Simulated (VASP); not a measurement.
# Ga2O3 in VASP: single point with BLYP+D3(BJ)

Aim: the single point of Ga2O3 with BLYP+D3(BJ).

All numbers are computed with VASP 6.6.1; they aren't measurements. Logs are shortened: lines on timing, memory, paths and dates and some standing lists are left out, and cuts for length are marked.

## (1) The cell of the first run

The typed cell holds 10 atoms: a = 5.379 Å, b = 5.379 Å, c = 5.379 Å, α = 55.95°, β = 55.94°, γ = 55.95°.

## (2) Single point, BLYP+D3(BJ)

The input, INCAR:

```
SYSTEM = Ga2O3
AGGAC    = 1.0          
AGGAX    = 1.0          
ALDAC    = 0.0          
ALDAX    = 1.0          
ALGO     = Normal         ! electronic algorithm
EDIFF    = 1E-6           ! SCF threshold, eV
ENCUT    = 520            ! plane-wave cutoff, eV
GGA      = B5             ! functional
ISIF     = 2              ! what is computed and relaxed
ISMEAR   = -1             ! smearing method
IVDW     = 12             ! dispersion correction
LASPH    = .TRUE.         ! aspherical terms in the spheres
LCHARG   = .FALSE.        ! write CHGCAR
LREAL    = .FALSE.        ! projectors in reciprocal space
LWAVE    = .FALSE.        ! write WAVECAR
NBANDS   = 55             ! bands
NELM     = 80             ! most SCF steps
PREC     = Accurate       ! precision mode
SIGMA    = 0.05           ! smearing width, eV
VDW_A1   = 0.4298       
VDW_A2   = 4.2359       
VDW_S6   = 1.0          
VDW_S8   = 2.6996
```

The input, KPOINTS:

```
k-points
0
G
  7 7 6
  0 0 0
```

The input, POSCAR:

```
Ga2O3
1.0
    2.5233184257      1.4564514694      4.5216954380
   -2.5226668179      1.4565145932      4.5217545952
    0.0003906616     -2.9135152969      4.5215722905
Ga O
4 6
Direct
    0.3564872734      0.3564725441      0.3564811865
    0.1435119488      0.1435245321      0.1435202994
    0.6435124929      0.6435261575      0.6435185584
    0.8564871949      0.8564746092      0.8564794273
    0.5537821373      0.9462211555      0.2500010515
    0.2499985219      0.5537805974      0.9462198537
    0.9462185746      0.2499994387      0.5537805839
    0.4462184343      0.0537803418      0.7499984975
    0.7500011294      0.4462206499      0.0537805829
    0.0537822927      0.7499999737      0.4462199689
```

Potentials or basis: VASP PAW PBE potentials, release 64 (Ga_d, O).

Started as:

```sh
> cat potpaw_PBE.64/Ga_d/POTCAR potpaw_PBE.64/O/POTCAR > POTCAR
> mpirun -np 1 vasp_std > vasp.out
```

OUTCAR:

```text
SYSTEM = Ga2O3
   EDIFF = 1E-6
   ENCUT = 520
   GGA = B5
   ISIF = 2
   ISMEAR = -1
   IVDW = 12
   LASPH = .TRUE.
   LREAL = .FALSE.
   NELM = 80
   PREC = Accurate
 IVDW          = 12

 ion  position               nearest neighbor table
   1  0.356  0.356  0.356-  10 1.94   9 1.94   8 1.94   5 2.11   7 2.11   6 2.11   2 2.89
   2  0.144  0.144  0.144-   8 1.94  10 1.94   9 1.94   7 2.11   6 2.11   5 2.11   1 2.89
   3  0.644  0.644  0.644-   7 1.94   6 1.94   5 1.94   8 2.11  10 2.11   9 2.11   4 2.89
   4  0.856  0.856  0.856-   5 1.94   7 1.94   6 1.94  10 2.11   9 2.11   8 2.11   3 2.89
   5  0.554  0.946  0.250-   4 1.94   3 1.94   1 2.11   2 2.11
   6  0.250  0.554  0.946-   3 1.94   4 1.94   2 2.11   1 2.11
   7  0.946  0.250  0.554-   3 1.94   4 1.94   2 2.11   1 2.11
   8  0.446  0.054  0.750-   2 1.94   1 1.94   3 2.11   4 2.11
   9  0.750  0.446  0.054-   1 1.94   2 1.94   4 2.11   3 2.11
  10  0.054  0.750  0.446-   1 1.94   2 1.94   4 2.11   3 2.11

  LATTYP: Found a base centered monoclinic cell.
 ALAT       =    22.3084699270
 B/A-ratio  =     0.2261914538
 C/A-ratio  =     0.3306060203
 COS(beta)  =    -0.9707251731

  Lattice vectors:

 A1 = (  -2.5231887103, -10.1964481258,  -4.5220008902)
 A2 = (   2.5227965333, -10.1965112496,  -4.5220600474)
 A3 = (   0.0002609462,   5.8264813595,   4.5218777427)

Analysis of symmetry for initial positions (statically):
=====================================================================
 Subroutine PRICEL returns:
 Original cell was already a primitive cell.

 Routine SETGRP: Setting up the symmetry group for a
 base centered monoclinic supercell.

 Subroutine GETGRP returns: Found  2 space group operations
 (whereof  2 operations were pure point group operations)
 out of a pool of  4 trial point group operations.

The static configuration has the point symmetry S_2 .

Analysis of symmetry for dynamics (positions and initial velocities):
=====================================================================
 Subroutine PRICEL returns:
 Original cell was already a primitive cell.

 Routine SETGRP: Setting up the symmetry group for a
 base centered monoclinic supercell.

 Subroutine GETGRP returns: Found  2 space group operations
 (whereof  2 operations were pure point group operations)
 out of a pool of  4 trial point group operations.

The dynamic configuration has the point symmetry S_2 .

 Subroutine INISYM returns: Found  2 space group operations
 (whereof  2 operations are pure point group operations),
 and found     1 'primitive' translations

----------------------------------------------------------------------------------------

                                     Primitive cell

  volume of cell :      99.7072

  direct lattice vectors                    reciprocal lattice vectors
     2.523318426  1.456451469  4.521695438     0.198179649  0.114416885  0.073708414
    -2.522666818  1.456514593  4.521754595    -0.198175057  0.114411001  0.073738868
     0.000390662 -2.913515297  4.521572290    -0.000001999 -0.228835616  0.073709744

  length of vectors
     5.379044190  5.378805374  5.378957847     0.240414906  0.240417660  0.240413946

  position of ions in fractional coordinates (direct lattice)
     0.356487273  0.356472544  0.356481186
     0.143511949  0.143524532  0.143520299
     0.643512493  0.643526157  0.643518558
     0.856487195  0.856474609  0.856479427
     0.553782137  0.946221155  0.250001051
     0.249998522  0.553780597  0.946219854
     0.946218575  0.249999439  0.553780584
     0.446218434  0.053780342  0.749998498
     0.750001129  0.446220650  0.053780583
     0.053782293  0.749999974  0.446219969

  ion indices of the primitive-cell ions
   primitive index   ion index
                 1           1
                 2           2
                 3           3
                 4           4
                 5           5
                 6           6
                 7           7
                 8           8
[... 32 lines left out ...]
|                                                                             |
|     Your reciprocal lattice and k-lattice belong to different lattice       |
|     classes:                                                                |
|                                                                             |
|        The reciprocal lattice is base-centered monoclinic,                  |
|        whereas your k-lattice is triclinic.                                 |
|                                                                             |
|     Results are often still useful ...                                      |
|                                                                             |
 -----------------------------------------------------------------------------

 WARNING: IBZKPT: internal override: KBLOWUP is changed to .FALSE.
      ... skipping the blow-up phase ...

 Subroutine IBZKPT returns following result:
 ===========================================

 Found    148 irreducible k-points:

 Following reciprocal coordinates:
            Coordinates               Weight
  0.000000  0.000000  0.000000      1.000000
  0.142857  0.000000  0.000000      2.000000
  0.285714  0.000000  0.000000      2.000000
  0.428571  0.000000  0.000000      2.000000
 -0.000000  0.142857  0.000000      2.000000
  0.142857  0.142857  0.000000      2.000000
[... 16 lines left out ...]
 -0.428571  0.428571 -0.000000      2.000000
 -0.285714  0.428571 -0.000000      2.000000
 [... further k-points ...]
   k-points           NKPTS =    148   k-points in BZ     NKDIM =    148   number of bands    NBANDS=     55
   number of dos      NEDOS =    301   number of ions     NIONS =     10
   total plane-waves  NPLWV =  64000
   dimension x,y,z NGX =    40 NGY =   40 NGZ =   40
   dimension x,y,z NGXF=    80 NGYF=   80 NGZF=   80
   ions per type =               4   6
   NGX,Y,Z   is equivalent  to a cutoff of  12.36, 12.36, 12.36 a.u.
   NGXF,Y,Z  is equivalent  to a cutoff of  24.72, 24.73, 24.73 a.u.
 SYSTEM =  Ga2O3
   PREC   = accura    normal or accurate (medium, high low for compatibility)
   ISTART =      0    job   : 0-new  1-cont  2-samecut
   ICHARG =      2    charge: 1-file 2-atom 10-const
   ISPIN  =      1    spin polarized calculation?
   LNONCOLLINEAR =      F non collinear calculations
   LSORBIT =      F    spin-orbit coupling
   LASPH  =      T    aspherical Exc in radial PAW
   ENCUT  =  520.0 eV  38.22 Ry    6.18 a.u.  10.00 10.00 10.00*2*pi/ulx,y,z
   NELM   =     80;   NELMIN=  2; NELMDL= -5     # of ELM steps
   EDIFF  = 0.1E-05   stopping-criterion for ELM
   LREAL  =      F    real-space projection
   EDIFFG = 0.1E-04   stopping-criterion for IOM
   NSW    =      0    number of steps for IOM
   IBRION =     -1    ionic relax: 0-MD 1-quasi-New 2-CG
   NFREE  =      0    steps in history (QN), initial steepest desc. (CG)
   ISIF   =      2    stress and relaxation
   ISYM   =      2    0-nonsym 1-usesym 2-fastsym
   POTIM  = 0.5000    time-step for ionic-motion
   TEBEG  =    0.0;   TEEND  =   0.0 temperature during run
   PSTRESS=    0.0 pullay stress
   NELECT =      88.0000    total number of electrons
   NUPDOWN=      -1.0000    fix difference up-down
   EMIN   =  10.00;   EMAX   =-10.00  energy-range for DOS
   EFERMI =   0.00;   METHOD = LEGACY
   ISMEAR =    -1;   SIGMA  =   0.05  broadening in eV -4-tet -1-fermi 0-gaus
   EFERMI_NEDOS =   21; number of points for ismear=-14 and -15
   IALGO  =     38    algorithm
   IMIX   =      4    mixing-type and parameters
     AMIX     =   0.40;   BMIX     =  1.00
     AMIX_MAG =   1.60;   BMIX_MAG =  1.00
  volume/ion in A,a.u.               =       9.97        67.29
  Fermi-wavevector in a.u.,A,eV,Ry     =   1.570339  2.967511 33.551506  2.465966
  Thomas-Fermi vector in A             =   2.672087
   LORBIT       =      0    0 simple, 1 ext, 2 COOP (PROOUT), +10 PAW based schemes
   GGA     = B5    functional components
   LHFCALC =     F    Hartree Fock is set to
   AEXX    =    0.0000 exact exchange contribution
   IVDW    =    12    specifies the selected vdW correction
   LEPSILON=     F    determine dielectric tensor
   LRPA    =     F    only Hartree local field effects (RPA)
 non-spin polarized calculation
  energy-cutoff  :      520.00
  volume of cell :       99.71
 maximum number of plane-waves:      2707
   NGX = 19   NGY = 19   NGZ = 19

 number of electron      87.9999997 magnetization

 Free energy of the ion-electron system (eV)
  ---------------------------------------------------
  ext. energy  EPLUGINS =         0.00000000
  ---------------------------------------------------
  free energy    TOTEN  =       -54.99198484 eV

  energy without entropy =      -54.99198484  energy(sigma->0) =      -54.99198484

 E-fermi :   5.5966     XC(G=0): -11.5191

 val. band max:        4.5278947452   @ k =  -0.1429  -0.0000   0.1667
 cond. band min:       7.0984560484   @ k =   0.0000   0.0000   0.0000
 fundamental gap:      2.5705613031
 Fermi energy:         5.5965788213

 k-point     1 :       0.0000    0.0000    0.0000
  band No.  band energies     occupation
      1     -14.0966      2.00000
      2     -12.2587      2.00000
      3     -12.2586      2.00000
      4     -12.1948      2.00000
      5     -12.1946      2.00000
      6     -12.1944      2.00000
[... 1381 lines left out ...]
     54      16.3895      0.00000
     55      16.6821      0.00000

 [... further k-points ...]

------------------------ aborting loop because EDIFF is reached ----------------------------------------

 Edisp (eV)   -4.54777

 E8    (eV) :    -3.1732

  FORCE on cell =-STRESS in cart. coord.  units (eV):
  Direction    XX          YY          ZZ          XY          YZ          ZX
  --------------------------------------------------------------------------------------
  -------------------------------------------------------------------------------------
  Total       1.41710     1.41558     0.95238     0.00090     0.00043    -0.00296
  in kB      22.77110    22.74665    15.30370     0.01440     0.00693    -0.04764
  external pressure =       20.27 kB  Pullay stress =        0.00 kB

 VOLUME and BASIS-vectors are now :
 -----------------------------------------------------------------------------
  energy-cutoff  :      520.00
  volume of cell :       99.71
      direct lattice vectors                 reciprocal lattice vectors
     2.523318426  1.456451469  4.521695438     0.198179649  0.114416885  0.073708414
    -2.522666818  1.456514593  4.521754595    -0.198175057  0.114411001  0.073738868
     0.000390662 -2.913515297  4.521572290    -0.000001999 -0.228835616  0.073709744

 POSITION                                       TOTAL-FORCE (eV/Angst)
 -----------------------------------------------------------------------------------
      0.00041     -0.00020      4.83566         0.000036      0.000043     -0.069763
      0.00012     -0.00008      1.94684         0.000038     -0.000026      0.069792
      0.00064     -0.00035      8.72935        -0.000036     -0.000043      0.069763
      0.00092     -0.00047     11.61818        -0.000038      0.000026     -0.069792
     -0.98953      1.45636      7.91301        -0.064816     -0.000077     -0.000000
     -0.76581     -1.58613      7.91288         0.032437     -0.056071      0.000065
      1.75716      0.12880      7.91291         0.032423      0.056143      0.000020
      0.99057     -1.45690      5.65202         0.064816      0.000077      0.000000
      0.76685      1.58558      5.65215        -0.032437      0.056071     -0.000065
     -1.75612     -0.12935      5.65212        -0.032423     -0.056143     -0.000020
 -----------------------------------------------------------------------------------
    total drift:                                0.002791     -0.003380     -0.018364

  FREE ENERGIE OF THE ION-ELECTRON SYSTEM (eV)
  ---------------------------------------------------
  free  energy   TOTEN  =       -59.5397507887 eV

  energy  without entropy=      -59.5397507886  energy(sigma->0) =      -59.53975079
```

Wall time 27 min (1 thread of Oxide Virtual Turin-like, shared host); peak memory 0.62 GiB.

What came out:

| Property | Result |
| --- | --- |
| Free energy | -59.5398 eV |
| Pressure | 2.0 GPa |
| Largest force | 0.070 eV/Å |
| Band gap on the k mesh | 2.57 eV (least direct gap 2.81 eV) |
| Dispersion energy per atom | -0.455 eV |

Forces in eV/Å, atoms in the order of the input:
```
Ga   0.000  0.000 -0.070
Ga   0.000  0.000  0.070
Ga   0.000  0.000  0.070
Ga   0.000  0.000 -0.070
O   -0.065  0.000  0.000
O    0.032 -0.056  0.000
O    0.032  0.056  0.000
O    0.065  0.000  0.000
O   -0.032  0.056  0.000
O   -0.032 -0.056  0.000
```

Caveat: the PAW data sets were made with another functional, which shifts forces and pressure a little. A k mesh can miss the band edges.
